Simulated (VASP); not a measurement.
## Si: single point with PBE+D3(BJ)

Crystal: Si.

```
CELL_PARAMETERS angstrom
2.66558 0.00000 0.00000
-1.33279 2.30846 0.00000
0.00000 0.00000 4.50627
ATOMIC_POSITIONS crystal
Si 0.28577 0.79662 0.25000
Si 0.66667 0.33333 0.75000
```

This cell differs from its parent crystal: atom 1 (Si) moved by (-0.300, +0.300) A along x and y.

```json
{"Program": "VASP 6.6.1", "Task": "single point", "Functional": "PBE", "Dispersion": "D3(BJ)", "Potentials or basis": "VASP PAW PBE potentials, release 64 (Si)", "Cutoff": "520 eV", "k mesh": "21 × 21 × 10", "Occupations": "gaussian, width 0.15 eV", "Spin": "no spin polarisation"}
```

| Quantity | Value |
| --- | --- |
| Pressure | -1.3 GPa |
| Largest force | 0.130 eV/Å |
| Band gap on the k mesh | zero (bands 4 and 5 overlap by 12.34 eV) |
| Dispersion energy per atom | -0.448 eV |

Forces in eV/Å, atoms in the order of the input:
```
Si  -0.003  0.130  0.000
Si   0.003 -0.130  0.000
```

Stress tensor (GPa, compression positive):
```
-1.98 -0.34  0.00
-0.34 -2.32  0.00
 0.00  0.00  0.49
```

Levels at points of the mesh, in eV from the Fermi level:
```csv
k point,band 2,band 3,band 4,band 5,band 6,band 7
"(0.00, 0.00, 0.00)",-8.19,-7.35,8.66,9.65,9.92,11.00
"(0.00, 0.00, 0.50)",-13.04,0.66,0.66,10.12,10.12,10.84
```

Wall time 2.1 min on 1 thread of AMD EPYC 9R45 96-Core Processor (Zen 5) (shared host), peak memory 0.38 GiB.

Caveat: the cell differs from its parent crystal (atom 1 (Si) moved by (-0.300, +0.300) A along x and y).
